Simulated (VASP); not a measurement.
Al2O3, 10 atoms in the cell. Symmetry: R-3c, No. 167, trigonal system. Conventional cell: a = 4.758 Å, b = 4.758 Å, c = 12.990 Å, α = 90.00°, β = 90.00°, γ = 120.00°. Al (site symmetry 3) has 6 O at 1.85 to 1.97 Å within 2.5 Å. O (site symmetry 2) has 4 Al at 1.85 to 1.97 Å and 12 O at 2.52 to 2.87 Å within 2.9 Å. 

* Program: VASP 6.6.1
* Task: relaxation of cell and atoms
* Functional: PBE
* Potentials or basis: VASP PAW PBE potentials, release 64 (Al, O)
* Cutoff: 600 eV
* k mesh: 6 × 6 × 6
* Occupations: gaussian, width 0.02 eV
* Spin: no spin polarisation
* Dipole correction: no
* Further INCAR settings: ALGO = Normal; EDIFF = 1e-06; IBRION = 2; EDIFFG = -0.002; NSW = 100; ISIF = 3

Potentials or basis: VASP PAW PBE potentials, release 64 (Al, O).

Run with:

```sh
$ cat potpaw_PBE.64/Al/POTCAR potpaw_PBE.64/O/POTCAR > POTCAR
$ mpirun -np 1 vasp_std > vasp.out
```

Hardware: 1 thread of Intel Xeon 8259CL, on a shared host.

**Question.** How long does it take, and how much memory?

**Answer.** It took 11 min on 1 thread of Intel Xeon 8259CL (shared host), peak memory 0.3 GiB. Counts: scf iterations 46, k points 32, ion steps 8.
